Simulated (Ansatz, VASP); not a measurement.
## Two plane-wave programs on SnH5

```
Sn H
1.0
     3.62391    0.00000    0.00000
    -1.81196    3.13840    0.00000
     0.00000    0.00000    3.87542
Sn H
1 5
Cartesian
  0.0000 0.0000 0.0000
  0.0000 2.0923 0.0000
  1.8120 1.0461 0.0000
  1.8120 0.0000 1.9377
  0.9060 1.5692 1.9377
  -0.9060 1.5692 1.9377
```

Change from the starting cell: species swapped into the DyFe5 type (P6/mmm, No. 191).

Alike in both runs: task relaxation of cell and atoms; functional PBE; k mesh 12 × 12 × 10; occupations gaussian, width 0.1 eV; no spin polarisation.

|  | VASP | Ansatz |
| --- | --- | --- |
| version | VASP 6.6.1 | Ansatz 0.2.0 |
| potentials or method | VASP PAW PBE potentials, release 64 (Sn_d, H), cutoff 600 eV | scalar-relativistic, plane waves, PAW |
| valence electrons in the cell | 19 | 19 |

Ansatz gave:

```
gap on the k mesh at the Fermi level, each at its own relaxed structure (eV) : none
relaxed volume (Å³/atom)                                                     : 7.49
relaxed cell length with the largest relative difference (Å)                 : 4.037
```

What did VASP give for the same quantities?

gap on the k mesh at the Fermi level, each at its own relaxed structure (eV): none; relaxed volume (Å³/atom): 7.47; relaxed cell length with the largest relative difference (Å): 4.024.

A gap of «none» marks a metal or a gap that the smearing closes.
